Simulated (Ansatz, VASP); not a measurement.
**MgBe2Te3: VASP beside Ansatz**

```
CELL_PARAMETERS angstrom
4.72380 0.00000 0.00000
0.00000 4.72380 0.00000
0.00000 0.00000 7.11731
ATOMIC_POSITIONS crystal
Mg 0.50000 0.50000 0.50011
Be 0.50000 0.50000 0.11040
Be 0.00000 0.00000 0.85669
Te 0.50000 0.00000 0.00604
Te 0.00000 0.50000 0.00604
Te 0.00000 0.00000 0.52072
```

Change from the starting cell: species swapped into the Zr2P3S type (P4mm, No. 99).

Alike in both runs: functional PBE; k mesh 8 × 8 × 6; occupations gaussian, width 0.1 eV; no spin polarisation.

Ansatz relaxed the structure, and its values are those at the end. VASP's run is a single point on that final structure, the one shown.

|  | VASP | Ansatz |
| --- | --- | --- |
| version | VASP 6.6.1 | Ansatz 0.2.0 |
| potentials or method | VASP PAW PBE potentials, release 64 (Mg, Be, Te), cutoff 520 eV | scalar-relativistic, plane waves, PAW |
| valence electrons in the cell | 24 | 62 |

|  | VASP | Ansatz | Ansatz less VASP |
| --- | --- | --- | --- |
| gap on the k mesh at the Fermi level (eV) | none | none | - |
| pressure (GPa) | 0.1 | 0.0 | -0.04 |
| rms of the force components (eV/Å) | 0.007 | 0.002 | -0.0055 |

A gap of «none» marks a metal or a gap that the smearing closes. VASP's potentials hold 24 valence electrons a cell and Ansatz's 62, so a difference there can come from the potentials and not from the codes.

Spin-orbit coupling is off throughout.
